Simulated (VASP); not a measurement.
Sb, 2 atoms in the cell. Symmetry: Fd-3m, No. 227, cubic system. The conventional cell has a = 6.997 Å, b = 6.997 Å, c = 6.997 Å, α = 90.00°, β = 90.00°, γ = 90.00°. Sb (site symmetry -43m) has 4 Sb at 3.03 Å within 4.0 Å. 

* Program: VASP 6.6.1
* Task: single point
* Functional: PBE
* Potentials or basis: VASP PAW PBE potentials, release 64 (Sb)
* Cutoff: 500 eV
* k mesh: 4 × 4 × 4
* Occupations: fermi-dirac, width 0.1 eV
* Spin: no spin polarisation
* Dipole correction: no
* Further INCAR settings: ALGO = Normal; EDIFF = 1e-06; NBANDS = 12

Potentials or basis: VASP PAW PBE potentials, release 64 (Sb).

Run with:

```sh
$ cat potpaw_PBE.64/Sb/POTCAR > POTCAR
$ mpirun -np 1 vasp_std > vasp.out
```

Hardware: 1 thread of Intel(R) Xeon(R) Platinum 8259CL CPU @ 2.50GHz (Skylake/Cascade Lake), with other jobs on the host.

Task: How long does it take, and how much memory?

Result: Wall time 10 s on 1 thread of Intel(R) Xeon(R) Platinum 8259CL CPU @ 2.50GHz (Skylake/Cascade Lake), with other jobs on the host, peak memory 0.19 GiB. Counts: scf iterations 11, k points 8.
